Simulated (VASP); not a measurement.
Crystal: PtCl.

```
CELL_PARAMETERS angstrom
0.00000 2.99423 2.99423
2.99423 0.00000 2.99423
2.99423 2.99423 0.00000
ATOMIC_POSITIONS crystal
Pt 0.00000 0.00000 0.00000
Cl 0.50000 0.50000 0.50000
```

| Item | Value |
| --- | --- |
| Program | VASP 6.6.1 |
| Task | relaxation of cell and atoms |
| Functional | PBE |
| Potentials or basis | VASP PAW PBE potentials, release 64 (Pt, Cl) |
| Cutoff | 500 eV |
| k mesh | 5 × 5 × 5 |
| Occupations | tetrahedron |
| Spin | no spin polarisation |

At the start: pressure -11.9 GPa; volume 26.84 Å³/atom.

Q: Where does the relaxation end?

A: Over 6 steps the energy falls by 497.4 meV/atom and the volume is 18.16 Å³/atom (-32.4 %); space group Fm-3m (No. 225, to 0.05 Å).

The path:
| step | energy change (eV) | largest force (eV/Å) | pressure (GPa) | volume (Å³) |
| --- | --- | --- | --- | --- |
| 1 | 0.0000 | 0.0000 | -11.94 | 53.69 |
| 2 | -0.9266 | 0.0000 | -6.11 | 39.60 |
| 3 | -0.9947 | 0.0000 | -0.29 | 36.41 |
| 4 | -0.9945 | 0.0000 | 0.44 | 36.11 |
| 5 | -0.9948 | 0.0000 | -0.24 | 36.38 |
| 6 | -0.9948 | 0.0000 | -0.07 | 36.31 |

Final structure:
```cif
data_structure
_symmetry_space_group_name_H-M 'P 1'
_symmetry_Int_Tables_number 1
_cell_length_a 3.7170
_cell_length_b 3.7170
_cell_length_c 3.7170
_cell_angle_alpha 60.000
_cell_angle_beta 60.000
_cell_angle_gamma 60.000
_cell_volume 36.31
loop_
_atom_site_label
_atom_site_type_symbol
_atom_site_fract_x
_atom_site_fract_y
_atom_site_fract_z
_atom_site_occupancy
Pt1 Pt 0.00000 0.00000 0.00000 1
Cl1 Cl 0.50000 0.50000 0.50000 1
```

Caveat: the k points lie up to 0.41 Å⁻¹ apart in the final cell; the volume moved by over 15 % at a fixed basis, so the end points are rough; an odd number of electrons without spin polarisation forces a metal; a magnetic or distorted state may lie lower; tetrahedron occupations give inexact forces and stress in metals.
